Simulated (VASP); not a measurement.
# BP (F-43m) in VASP: further runs

BP is run at these levels: PBEsol; tasks: relaxation of cell and atoms, single point.

All numbers are computed with VASP 6.6.1; they aren't measurements. Logs are shortened: lines on timing, memory, paths and dates and some standing lists are left out, and cuts for length are marked.

## 1. The cell of the first run

The structure is cubic, space group F-43m (No. 216). Conventional cell: a = 4.538 Å, b = 4.538 Å, c = 4.538 Å, α = 90.00°, β = 90.00°, γ = 90.00°. B (site symmetry -43m) has 4 P at 1.97 Å within 2.6 Å. Within 2.6 Å of P (site symmetry -43m) lie 4 B at 1.97 Å.

## 2. Relaxation of cell and atoms, PBEsol

INCAR reads:

```
SYSTEM = BP
ALGO     = Normal         ! electronic algorithm
EDIFF    = 1E-6           ! SCF threshold, eV
EDIFFG   = -0.005         ! ionic threshold
ENCUT    = 600            ! plane-wave cutoff, eV
GGA      = PS             ! functional
IBRION   = 2              ! ionic algorithm
ISIF     = 3              ! what is computed and relaxed
ISMEAR   = 0              ! smearing method
LASPH    = .True.         ! aspherical terms in the spheres
LCHARG   = .False.        ! write CHGCAR
LREAL    = .False.        ! projectors in reciprocal space
LWAVE    = .False.        ! write WAVECAR
NELM     = 60             ! most SCF steps
NSW      = 100            ! ionic steps
PREC     = Accurate       ! precision mode
SIGMA    = 0.02           ! smearing width, eV
```

KPOINTS reads:

```
k-points
0
Gamma
  10 10 10
  0 0 0
```

POSCAR reads:

```
BP
1.0
    0.0000000000      2.2690000000      2.2690000000
    2.2690000000      0.0000000000      2.2690000000
    2.2690000000      2.2690000000      0.0000000000
B P
1 1
Direct
    0.0000000000      0.0000000000      0.0000000000
    0.7500000000      0.7500000000      0.7500000000
```

Potentials or basis: VASP PAW PBE potentials, release 64 (B, P).

Run with:

```
> cat potpaw_PBE.64/B/POTCAR potpaw_PBE.64/P/POTCAR > POTCAR
> mpirun -np 1 vasp_std > vasp.out
```

OUTCAR:

```text
SYSTEM = BP
   EDIFF = 1E-6
   EDIFFG = -0.005
   ENCUT = 600
   GGA = PS
   IBRION = 2
   ISIF = 3
   ISMEAR = 0
   LASPH = .True.
   LREAL = .False.
   NELM = 60
   NSW = 100
   PREC = Accurate

 ion  position               nearest neighbor table
   1  0.000  0.000  0.000-   2 1.97   2 1.97   2 1.97   2 1.97
   2  0.750  0.750  0.750-   1 1.97   1 1.97   1 1.97   1 1.97

  LATTYP: Found a face centered cubic cell.
 ALAT       =     4.5380000000

  Lattice vectors:

 A1 = (   0.0000000000,   2.2690000000,   2.2690000000)
 A2 = (   2.2690000000,   0.0000000000,   2.2690000000)
 A3 = (   2.2690000000,   2.2690000000,   0.0000000000)

Analysis of symmetry for initial positions (statically):
=====================================================================
 Subroutine PRICEL returns:
 Original cell was already a primitive cell.

 Routine SETGRP: Setting up the symmetry group for a
 face centered cubic supercell.

 Subroutine GETGRP returns: Found 24 space group operations
 (whereof 24 operations were pure point group operations)
 out of a pool of 48 trial point group operations.

The static configuration has the point symmetry T_d .

Analysis of symmetry for dynamics (positions and initial velocities):
=====================================================================
 Subroutine PRICEL returns:
 Original cell was already a primitive cell.

 Routine SETGRP: Setting up the symmetry group for a
 face centered cubic supercell.

 Subroutine GETGRP returns: Found 24 space group operations
 (whereof 24 operations were pure point group operations)
 out of a pool of 48 trial point group operations.

The dynamic configuration has the point symmetry T_d .

 Subroutine INISYM returns: Found 24 space group operations
 (whereof 24 operations are pure point group operations),
 and found     1 'primitive' translations

----------------------------------------------------------------------------------------

                                     Primitive cell

  volume of cell :      23.3633

  direct lattice vectors                    reciprocal lattice vectors
     0.000000000  2.269000000  2.269000000    -0.220361393  0.220361393  0.220361393
     2.269000000  0.000000000  2.269000000     0.220361393 -0.220361393  0.220361393
     2.269000000  2.269000000  0.000000000     0.220361393  0.220361393 -0.220361393

  length of vectors
     3.208850573  3.208850573  3.208850573     0.381677128  0.381677128  0.381677128

  position of ions in fractional coordinates (direct lattice)
     0.000000000  0.000000000  0.000000000
     0.750000000  0.750000000  0.750000000

  ion indices of the primitive-cell ions
   primitive index   ion index
                 1           1
                 2           2

----------------------------------------------------------------------------------------

 KPOINTS: k-points

Automatic generation of k-mesh.
 Grid dimensions read from file:
 generate k-points for:   10   10   10

 Generating k-lattice:

  Cartesian coordinates                     Fractional coordinates (reciprocal lattice)
    -0.022036139  0.022036139  0.022036139     0.100000000  0.000000000  0.000000000
     0.022036139 -0.022036139  0.022036139     0.000000000  0.100000000  0.000000000
     0.022036139  0.022036139 -0.022036139     0.000000000  0.000000000  0.100000000

  Length of vectors
     0.038167713  0.038167713  0.038167713

  Shift w.r.t. Gamma in fractional coordinates (k-lattice)
     0.000000000  0.000000000  0.000000000

 Subroutine IBZKPT returns following result:
 ===========================================

 Found     47 irreducible k-points:

 Following reciprocal coordinates:
            Coordinates               Weight
  0.000000  0.000000  0.000000      1.000000
  0.100000  0.000000  0.000000      8.000000
  0.200000  0.000000  0.000000      8.000000
  0.300000  0.000000  0.000000      8.000000
  0.400000  0.000000  0.000000      8.000000
  0.500000  0.000000  0.000000      4.000000
[... 16 lines left out ...]
  0.300000  0.300000  0.000000      6.000000
  0.400000  0.300000  0.000000     24.000000
 [... further k-points ...]
   k-points           NKPTS =     47   k-points in BZ     NKDIM =     47   number of bands    NBANDS=      8
   number of dos      NEDOS =    301   number of ions     NIONS =      2
   total plane-waves  NPLWV =  21952
   dimension x,y,z NGX =    28 NGY =   28 NGZ =   28
   dimension x,y,z NGXF=    56 NGYF=   56 NGZF=   56
   ions per type =               1   1
   NGX,Y,Z   is equivalent  to a cutoff of  14.51, 14.51, 14.51 a.u.
   NGXF,Y,Z  is equivalent  to a cutoff of  29.01, 29.01, 29.01 a.u.
 SYSTEM =  BP
   PREC   = accura    normal or accurate (medium, high low for compatibility)
   ISTART =      0    job   : 0-new  1-cont  2-samecut
   ICHARG =      2    charge: 1-file 2-atom 10-const
   ISPIN  =      1    spin polarized calculation?
   LNONCOLLINEAR =      F non collinear calculations
   LSORBIT =      F    spin-orbit coupling
   LASPH  =      T    aspherical Exc in radial PAW
   ENCUT  =  600.0 eV  44.10 Ry    6.64 a.u.   6.41  6.41  6.41*2*pi/ulx,y,z
   NELM   =     60;   NELMIN=  2; NELMDL= -5     # of ELM steps
   EDIFF  = 0.1E-05   stopping-criterion for ELM
   LREAL  =      F    real-space projection
   EDIFFG = -.5E-02   stopping-criterion for IOM
   NSW    =    100    number of steps for IOM
   IBRION =      2    ionic relax: 0-MD 1-quasi-New 2-CG
   NFREE  =      1    steps in history (QN), initial steepest desc. (CG)
   ISIF   =      3    stress and relaxation
   ISYM   =      2    0-nonsym 1-usesym 2-fastsym
   POTIM  = 0.5000    time-step for ionic-motion
   TEBEG  =    0.0;   TEEND  =   0.0 temperature during run
   PSTRESS=    0.0 pullay stress
   NELECT =       8.0000    total number of electrons
   NUPDOWN=      -1.0000    fix difference up-down
   EMIN   =  10.00;   EMAX   =-10.00  energy-range for DOS
   EFERMI =   0.00;   METHOD = LEGACY
   ISMEAR =     0;   SIGMA  =   0.02  broadening in eV -4-tet -1-fermi 0-gaus
   EFERMI_NEDOS =   21; number of points for ismear=-14 and -15
   IALGO  =     38    algorithm
   IMIX   =      4    mixing-type and parameters
     AMIX     =   0.40;   BMIX     =  1.00
     AMIX_MAG =   1.60;   BMIX_MAG =  1.00
  volume/ion in A,a.u.               =      11.68        78.83
  Fermi-wavevector in a.u.,A,eV,Ry     =   1.145320  2.164342 17.847562  1.311759
  Thomas-Fermi vector in A             =   2.282009
   LORBIT       =      0    0 simple, 1 ext, 2 COOP (PROOUT), +10 PAW based schemes
   GGA     = PS    functional components
   LHFCALC =     F    Hartree Fock is set to
   AEXX    =    0.0000 exact exchange contribution
   IVDW    =     0    specifies the selected vdW correction
   LEPSILON=     F    determine dielectric tensor
   LRPA    =     F    only Hartree local field effects (RPA)
 conjugate gradient relaxation of ions
 non-spin polarized calculation
 Gauss-broadening in eV      SIGMA  =   0.02
  energy-cutoff  :      600.00
  volume of cell :       23.36
 maximum number of plane-waves:       794
 NGX is ok and might be reduce to    28
   NGX = 13   NGY = 13   NGZ = 13

--------------------------------------- Ionic step        1  -------------------------------------------

 number of electron       8.0000000 magnetization

 Free energy of the ion-electron system (eV)
  ---------------------------------------------------
  ext. energy  EPLUGINS =         0.00000000
  ---------------------------------------------------
  free energy    TOTEN  =       -13.67383584 eV

  energy without entropy =      -13.67383584  energy(sigma->0) =      -13.67383584

------------------------ aborting loop because EDIFF is reached ----------------------------------------

  FORCE on cell =-STRESS in cart. coord.  units (eV):
  Direction    XX          YY          ZZ          XY          YZ          ZX
  --------------------------------------------------------------------------------------
  -------------------------------------------------------------------------------------
  Total       -0.2701181     -0.2701181     -0.2701181      0.0000000      0.0000000      0.0000000
  in kB      -18.5238271    -18.5238271    -18.5238271      0.0000000      0.0000000      0.0000000
  external PRESSURE =     -18.5238271 kB  Pullay stress =       0.0000000 kB
[... 57 lines left out ...]
  energy  without entropy=      -13.6744850919  energy(sigma->0) =      -13.67448509

--------------------------------------- Ionic step        3  -------------------------------------------

 number of electron       8.0000000 magnetization

 Free energy of the ion-electron system (eV)
  ---------------------------------------------------
  ext. energy  EPLUGINS =         0.00000000
  ---------------------------------------------------
  free energy    TOTEN  =       -13.67535475 eV

  energy without entropy =      -13.67535475  energy(sigma->0) =      -13.67535475

 E-fermi :   7.6771     XC(G=0): -11.0930

 val. band max:        7.5378176417   @ k =   0.0000   0.0000   0.0000
 cond. band min:       8.6542961197   @ k =   0.4000   0.4000   0.0000
 fundamental gap:      1.1164784779
 Fermi energy:         7.6770519223

 k-point     1 :       0.0000    0.0000    0.0000
  band No.  band energies     occupation
      1      -8.0601      2.00000
      2       7.5378      2.00000
      3       7.5378      2.00000
      4       7.5378      2.00000
      5      10.9113      0.00000
      6      10.9113      0.00000
      7      10.9113      0.00000
      8      15.0509      0.00000
[... 243 lines left out ...]
 k-point    24 :       0.4000    0.3000    0.0000
  band No.  band energies     occupation
      1      -5.0798      2.00000
      2       1.3491      2.00000
      3       3.4066      2.00000
      4       3.9589      2.00000
      5       9.2412      0.00000
      6      11.0313      0.00000
      7      17.0650      0.00000
      8      17.0686      0.00000

 [... further k-points ...]

------------------------ aborting loop because EDIFF is reached ----------------------------------------

  FORCE on cell =-STRESS in cart. coord.  units (eV):
  Direction    XX          YY          ZZ          XY          YZ          ZX
  --------------------------------------------------------------------------------------
  -------------------------------------------------------------------------------------
  Total        0.0005616      0.0005616      0.0005616      0.0000000      0.0000000     -0.0000000
  in kB        0.0389431      0.0389431      0.0389431      0.0000000      0.0000000     -0.0000000
  external PRESSURE =       0.0389431 kB  Pullay stress =       0.0000000 kB
[... 17 lines left out ...]
  FREE ENERGIE OF THE ION-ELECTRON SYSTEM (eV)
  ---------------------------------------------------
  free  energy   TOTEN  =       -13.6753547507 eV

  energy  without entropy=      -13.6753547507  energy(sigma->0) =      -13.67535475

 reached required accuracy - stopping structural energy minimisation
```

It took 22 s on 1 thread of Intel Xeon Platinum 8488C (Sapphire Rapids), shared host; peak memory 0.15 GiB.

Results:

```
Free energy                            : -13.6754 eV
Relaxed volume                         : 11.55 Å³/atom
Relaxed cell                           : a = 3.197 Å, b = 3.197 Å, c = 3.197 Å, α = 60.00°, β = 60.00°, γ = 60.00°
Space group after relaxing (to 0.05 Å) : F-43m (No. 216)
Energy gained by relaxing              : 0.8 meV/atom
Ionic steps                            : 3
Pressure after relaxing                : 0.0 GPa
Band gap on the k mesh                 : 1.12 eV, indirect (least direct gap 3.37 eV)
```

Step by step:
```csv
step,energy change (eV),largest force (eV/Å),pressure (GPa),volume (Å³)
1,0.0000,0.0000,-1.85,23.36
2,-0.0006,0.0000,1.45,22.91
3,-0.0015,0.0000,0.00,23.10
```

Final structure:
```
B P
1.0
     0.00000    2.26055    2.26055
     2.26055    0.00000    2.26055
     2.26055    2.26055    0.00000
B P
1 1
Direct
  0.00000 0.00000 0.00000
  0.75000 0.75000 0.75000
```

Caveat: the PAW data sets were made with another functional, which shifts forces and pressure a little. Expect the measured gap to be larger: semilocal functionals such as PBEsol lack the derivative discontinuity.

## 3. Single point, PBEsol

This run uses another cell than the first one, of 11.48 Å³/atom, 0.983 times its volume.

INCAR reads:

```
SYSTEM = BP
ALGO = Normal
EDIFF = 1E-7
ENCUT = 520
GGA = PS
ISIF = 2
ISMEAR = 0
LASPH = .True.
LCHARG = .False.
LREAL = .False.
LWAVE = .False.
NBANDS = 11
NELM = 80
PREC = Accurate
SIGMA = 0.01
```

KPOINTS is that of step 2.

POSCAR reads:

```
BP
1.0
    0.0000000000      2.2557111197      2.2557111197
    2.2557111197      0.0000000000      2.2557111197
    2.2557111197      2.2557111197      0.0000000000
B P
1 1
Direct
    0.0000000000      0.0000000000      0.0000000000
    0.7500000000      0.7500000000      0.7500000000
```

Potentials or basis: VASP PAW PBE potentials, release 64 (B, P).

Run with:

```
> cat potpaw_PBE.64/B/POTCAR potpaw_PBE.64/P/POTCAR > POTCAR
> mpirun -np 1 vasp_std > vasp.out
```

Wall time 14 s (1 thread of Intel Xeon Platinum 8259CL at 2.50GHz (Skylake/Cascade Lake), shared host); peak memory 0.13 GiB.

Results (log left out):

```yaml
Free_energy: -13.6731 eV
Pressure: 1.1 GPa
Band_gap_on_the_k_mesh: 1.11 eV, indirect (least direct gap 3.38 eV)
```

Levels at points of the mesh, in eV from the valence-band top:
```
           k point  band 2  band 3  band 4  band 5  band 6  band 7
(0.00, 0.00, 0.00)    0.00    0.00    0.00    3.38    3.38    3.38
(0.50, 0.00, 0.00)   -9.22   -1.79   -1.79    3.84    4.66    4.66
(0.50, 0.50, 0.00)   -8.69   -4.21   -4.21    1.19    1.50   12.26
```

Caveat: the PAW data sets were made with another functional, which shifts forces and pressure a little. A k mesh can miss the band edges.

(Continued in part 2 of 2.)
